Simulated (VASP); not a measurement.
# BiS (Pm-3m) in VASP: a series of runs

The runs below take BiS through relaxation of cell and atoms, single point, with BLYP, PBE, PBEsol-based screened hybrid, HSE06, PBE-based screened hybrid.

All numbers are computed with VASP 6.6.1; they aren't measurements. Logs are shortened: lines on timing, memory, paths and dates and some standing lists are left out, and cuts for length are marked.

### 1 The cell of the first run

The structure is cubic, space group Pm-3m (No. 221). Conventional cell: a = 4.003 Å, b = 4.003 Å, c = 4.003 Å, α = 90.00°, β = 90.00°, γ = 90.00°. Within 4.6 Å of Bi (site symmetry m-3m) lie 8 S at 3.47 Å and 6 Bi at 4.00 Å. Within 4.6 Å of S (site symmetry m-3m) lie 8 Bi at 3.47 Å and 6 S at 4.00 Å.

### 2 Relaxation of cell and atoms, BLYP

INCAR

```
PREC = Accurate
ENCUT = 500
EDIFF = 1E-7
ISMEAR = -1
SIGMA = 0.05
LREAL = False
LASPH = True
NELM = 120
ALGO = Normal
ISIF = 3
LWAVE = False
LCHARG = False
GGA = B5
ALDAX = 1.0
AGGAX = 1.0
AGGAC = 1.0
ALDAC = 0.0
IBRION = 2
NSW = 60
EDIFFG = -0.01
GGA_COMPAT = False
NELMIN = 4
```

KPOINTS

```
Automatic mesh
0
Gamma
  7 7 7
```

POSCAR

```
BiS
1.0
    4.0029443400      0.0000000000      0.0000000000
    0.0000000000      4.0029443400      0.0000000000
    0.0000000000      0.0000000000      4.0029443400
Bi S
1 1
Direct
    0.5000000000      0.5000000000      0.5000000000
    0.0000000000      0.0000000000      0.0000000000
```

Potentials or basis: VASP PAW PBE potentials, release 64 (Bi_d, S).

Run with:

```
$ cat potpaw_PBE.64/Bi_d/POTCAR potpaw_PBE.64/S/POTCAR > POTCAR
$ mpirun -np 1 vasp_std > vasp.out
```

OUTCAR:

```text
PREC = Accurate
   ENCUT = 500
   EDIFF = 1E-7
   ISMEAR = -1
   LREAL = False
   LASPH = True
   NELM = 120
   ISIF = 3
   GGA = B5
   IBRION = 2
   NSW = 60
   EDIFFG = -0.01
   NELMIN = 4

 ion  position               nearest neighbor table
   1  0.500  0.500  0.500-
   2  0.000  0.000  0.000-

  LATTYP: Found a simple cubic cell.
 ALAT       =     4.0029443400

  Lattice vectors:

 A1 = (   4.0029443400,   0.0000000000,   0.0000000000)
 A2 = (   0.0000000000,   4.0029443400,   0.0000000000)
 A3 = (   0.0000000000,   0.0000000000,   4.0029443400)

Analysis of symmetry for initial positions (statically):
=====================================================================
 Subroutine PRICEL returns:
 Original cell was already a primitive cell.

 Routine SETGRP: Setting up the symmetry group for a
 simple cubic supercell.

 Subroutine GETGRP returns: Found 48 space group operations
 (whereof 48 operations were pure point group operations)
 out of a pool of 48 trial point group operations.

The static configuration has the point symmetry O_h .

Analysis of symmetry for dynamics (positions and initial velocities):
=====================================================================
 Subroutine PRICEL returns:
 Original cell was already a primitive cell.

 Routine SETGRP: Setting up the symmetry group for a
 simple cubic supercell.

 Subroutine GETGRP returns: Found 48 space group operations
 (whereof 48 operations were pure point group operations)
 out of a pool of 48 trial point group operations.

The dynamic configuration has the point symmetry O_h .

 Subroutine INISYM returns: Found 48 space group operations
 (whereof 48 operations are pure point group operations),
 and found     1 'primitive' translations

----------------------------------------------------------------------------------------

                                     Primitive cell

  volume of cell :      64.1414

  direct lattice vectors                    reciprocal lattice vectors
     4.002944340  0.000000000  0.000000000     0.249816114  0.000000000  0.000000000
     0.000000000  4.002944340  0.000000000     0.000000000  0.249816114  0.000000000
     0.000000000  0.000000000  4.002944340     0.000000000  0.000000000  0.249816114

  length of vectors
     4.002944340  4.002944340  4.002944340     0.249816114  0.249816114  0.249816114

  position of ions in fractional coordinates (direct lattice)
     0.500000000  0.500000000  0.500000000
     0.000000000  0.000000000  0.000000000

  ion indices of the primitive-cell ions
   primitive index   ion index
                 1           1
                 2           2

----------------------------------------------------------------------------------------

 KPOINTS: Automatic mesh

Automatic generation of k-mesh.
 Grid dimensions read from file:
 generate k-points for:    7    7    7

 Generating k-lattice:

  Cartesian coordinates                     Fractional coordinates (reciprocal lattice)
     0.035688016  0.000000000  0.000000000     0.142857143  0.000000000  0.000000000
     0.000000000  0.035688016  0.000000000     0.000000000  0.142857143  0.000000000
     0.000000000  0.000000000  0.035688016     0.000000000  0.000000000  0.142857143

  Length of vectors
     0.035688016  0.035688016  0.035688016

  Shift w.r.t. Gamma in fractional coordinates (k-lattice)
     0.000000000  0.000000000  0.000000000

 Subroutine IBZKPT returns following result:
 ===========================================

 Found     20 irreducible k-points:

 Following reciprocal coordinates:
            Coordinates               Weight
  0.000000  0.000000  0.000000      1.000000
  0.142857  0.000000  0.000000      6.000000
  0.285714  0.000000  0.000000      6.000000
  0.428571  0.000000  0.000000      6.000000
  0.142857  0.142857  0.000000     12.000000
[... 74 lines left out ...]
 number of electron      21.0000014 magnetization

 Free energy of the ion-electron system (eV)
  ---------------------------------------------------
  ext. energy  EPLUGINS =         0.00000000
  ---------------------------------------------------
  free energy    TOTEN  =        -6.12371550 eV

  energy without entropy =       -6.11157053  energy(sigma->0) =       -6.11764301

 E-fermi :   4.8692     XC(G=0):  -8.5457

 val. band max:        4.8685244490   @ k =   0.2857   0.0000   0.0000
 cond. band min:       4.9572030223   @ k =   0.2857   0.1429   0.1429
 fundamental gap:      0.0886785733
 Fermi energy:         4.8692247308

 k-point     1 :       0.0000    0.0000    0.0000
  band No.  band energies     occupation
      1     -18.7674      2.00000
      2     -18.7674      2.00000
      3     -18.7221      2.00000
      4     -18.7221      2.00000
      5     -18.7221      2.00000
      6      -8.1856      2.00000
      7      -5.2127      2.00000
      8       2.7066      2.00000
      9       2.7066      2.00000
     10       2.7066      2.00000
     11       7.2826      0.00000
     12       7.2826      0.00000
     13       7.2826      0.00000
     14       9.7064      0.00000
[... 309 lines left out ...]
      1     -18.7384      2.00000
      2     -18.7382      2.00000
      3     -18.7382      2.00000
      4     -18.7205      2.00000
      5     -18.7205      2.00000
      6      -6.6516      2.00000
      7      -5.4743      2.00000
      8       1.8557      2.00000
      9       2.1807      2.00000
     10       2.1807      2.00000
     11       3.5406      2.00000
     12       3.5406      2.00000
     13       4.1305      2.00000
     14      14.1815      0.00000

------------------------ aborting loop because EDIFF is reached ----------------------------------------

  FORCE on cell =-STRESS in cart. coord.  units (eV):
  Direction    XX          YY          ZZ          XY          YZ          ZX
  --------------------------------------------------------------------------------------
  -------------------------------------------------------------------------------------
  Total       -3.1843555     -3.1843555     -3.1843555      0.0000000      0.0000000     -0.0000000
  in kB      -79.5414441    -79.5414441    -79.5414441      0.0000000      0.0000000     -0.0000000
  external PRESSURE =     -79.5414441 kB  Pullay stress =       0.0000000 kB

 VOLUME and BASIS-vectors are now :
 -----------------------------------------------------------------------------
  energy-cutoff  :      500.00
  volume of cell :       64.14
      direct lattice vectors                 reciprocal lattice vectors
     4.002944340  0.000000000  0.000000000     0.249816114  0.000000000  0.000000000
     0.000000000  4.002944340  0.000000000     0.000000000  0.249816114  0.000000000
     0.000000000  0.000000000  4.002944340     0.000000000  0.000000000  0.249816114

 POSITION                                       TOTAL-FORCE (eV/Angst)
 -----------------------------------------------------------------------------------
      2.00147      2.00147      2.00147         0.000000      0.000000      0.000000
      0.00000      0.00000      0.00000         0.000000      0.000000      0.000000
 -----------------------------------------------------------------------------------
    total drift:                                0.000000      0.000000      0.000000

  FREE ENERGIE OF THE ION-ELECTRON SYSTEM (eV)
  ---------------------------------------------------
  free  energy   TOTEN  =        -6.1237154964 eV

  energy  without entropy=       -6.1115705285  energy(sigma->0) =       -6.11764301

--------------------------------------- Ionic step        2  -------------------------------------------

 number of electron      20.9999995 magnetization

 Free energy of the ion-electron system (eV)
  ---------------------------------------------------
  ext. energy  EPLUGINS =         0.00000000
  ---------------------------------------------------
  free energy    TOTEN  =        -6.55480981 eV

  energy without entropy =       -6.54348583  energy(sigma->0) =       -6.54914782

 E-fermi :   7.6869     XC(G=0):  -9.5945

 val. band max:        7.6283854906   @ k =   0.2857   0.2857   0.0000
 cond. band min:       7.7395024523   @ k =   0.4286   0.2857   0.1429
 fundamental gap:      0.1111169617
 Fermi energy:         7.6868640661

 k-point     1 :       0.0000    0.0000    0.0000
  band No.  band energies     occupation
      1     -16.0945      2.00000
      2     -16.0945      2.00000
      3     -15.9941      2.00000
      4     -15.9941      2.00000
      5     -15.9941      2.00000
      6      -6.9601      2.00000
      7      -2.0724      2.00000
      8       4.7287      2.00000
      9       4.7287      2.00000
     10       4.7287      2.00000
     11      11.2416      0.00000
     12      11.2416      0.00000
     13      11.2416      0.00000
     14      11.9329      0.00000
[... 309 lines left out ...]
      1     -16.0404      2.00000
      2     -16.0397      2.00000
      3     -16.0397      2.00000
      4     -15.9766      2.00000
      5     -15.9766      2.00000
      6      -4.4267      2.00000
      7      -2.5299      2.00000
      8       3.5483      2.00000
      9       3.9181      2.00000
     10       3.9181      2.00000
     11       5.6976      2.00000
     12       5.6976      2.00000
     13       6.5127      2.00000
     14      18.3612      0.00000

------------------------ aborting loop because EDIFF is reached ----------------------------------------

  FORCE on cell =-STRESS in cart. coord.  units (eV):
  Direction    XX          YY          ZZ          XY          YZ          ZX
  --------------------------------------------------------------------------------------
  -------------------------------------------------------------------------------------
  Total       -0.0146806     -0.0146806     -0.0146806      0.0000000     -0.0000000      0.0000000
  in kB       -0.4660608     -0.4660608     -0.4660608      0.0000000     -0.0000000      0.0000000
  external PRESSURE =      -0.4660608 kB  Pullay stress =       0.0000000 kB

 VOLUME and BASIS-vectors are now :
 -----------------------------------------------------------------------------
  energy-cutoff  :      500.00
  volume of cell :       50.47
      direct lattice vectors                 reciprocal lattice vectors
     3.695474663  0.000000000 -0.000000000     0.270601233 -0.000000000 -0.000000000
     0.000000000  3.695474663  0.000000000    -0.000000000  0.270601233 -0.000000000
     0.000000000  0.000000000  3.695474663     0.000000000 -0.000000000  0.270601233

 POSITION                                       TOTAL-FORCE (eV/Angst)
 -----------------------------------------------------------------------------------
      1.84774      1.84774      1.84774         0.000000      0.000000      0.000000
      0.00000      0.00000      0.00000        -0.000000     -0.000000      0.000000
 -----------------------------------------------------------------------------------
    total drift:                                0.000000      0.000000      0.000000

  FREE ENERGIE OF THE ION-ELECTRON SYSTEM (eV)
  ---------------------------------------------------
  free  energy   TOTEN  =        -6.5548098064 eV

  energy  without entropy=       -6.5434858324  energy(sigma->0) =       -6.54914782

 reached required accuracy - stopping structural energy minimisation
```

It took 74 s on 1 thread of AMD EPYC 7R13, shared host; peak memory 0.15 GiB.

What came out:

* Free energy: -6.5548 eV
* Relaxed volume: 25.23 Å³/atom
* Relaxed cell: a = 3.695 Å, b = 3.695 Å, c = 3.695 Å, α = 90.00°, β = 90.00°, γ = 90.00°
* Space group after relaxing (to 0.05 Å): Pm-3m (No. 221)
* Energy gained by relaxing: 215.5 meV/atom
* Ionic steps: 2
* Pressure after relaxing: 0.0 GPa

Step by step:
| step | energy change (eV) | largest force (eV/Å) | pressure (GPa) | volume (Å³) |
| --- | --- | --- | --- | --- |
| 1 | 0.0000 | 0.0000 | -7.95 | 64.14 |
| 2 | -0.4311 | 0.0000 | -0.05 | 50.47 |

Final structure:
```
Bi S
1.0
     3.69547    0.00000    0.00000
     0.00000    3.69547    0.00000
     0.00000    0.00000    3.69547
Bi S
1 1
Direct
  0.50000 0.50000 0.50000
  0.00000 0.00000 0.00000
```

Caveat: the volume moved by over 15 % at a fixed basis, so the end points are rough; the PAW data sets were made with another functional, which shifts forces and pressure a little; spin-orbit coupling is left out, which moves the levels of the heavy elements.

### 3 Single point, PBE

INCAR

```
ALGO = Normal ; EDIFF = 1E-6
ENCUT = 500 ; GGA = PE
GGA_COMPAT = False ; ISIF = 2
ISMEAR = -1 ; LASPH = True
LCHARG = False ; LREAL = False
LWAVE = False ; NBANDS = 18
NELM = 120 ; PREC = Accurate
SIGMA = 0.03
```

KPOINTS

```
k-points
0
Gamma
  4 4 4
```

POSCAR is that of step 2.

Potentials or basis: VASP PAW PBE potentials, release 64 (Bi_d, S).

Run with:

```
$ cat potpaw_PBE.64/Bi_d/POTCAR potpaw_PBE.64/S/POTCAR > POTCAR
$ mpirun -np 1 vasp_std > vasp.out
```

Run time: 9.4 s. Hardware: 1 thread of AMD EPYC 7R43 (Zen 3), shared host; peak memory 0.13 GiB.

The run converged. Its results:

| Property | Result |
| --- | --- |
| Free energy | -7.1359 eV |
| Pressure | -11.2 GPa |

Levels at points of the mesh, in eV from the Fermi level:
```csv
k point,band 7,band 8,band 9,band 10,band 11,band 12,band 13,band 14
"(0.00, 0.00, 0.00)",-9.77,-1.97,-1.97,-1.97,2.79,2.79,2.79,4.78
"(0.50, 0.00, 0.00)",-10.88,-1.71,-1.39,-1.10,-1.10,1.38,1.38,6.60
"(0.50, 0.50, 0.00)",-10.31,-4.04,-4.04,-0.91,1.69,1.69,2.17,5.83
"(0.50, 0.50, 0.50)",-9.84,-2.37,-2.37,-2.37,-1.47,-1.47,-1.47,10.18
```

Caveat: the k points lie up to 0.39 Å⁻¹ apart; spin-orbit coupling is left out, which moves the levels of the heavy elements.

(Part 1 of 2 ends here.)
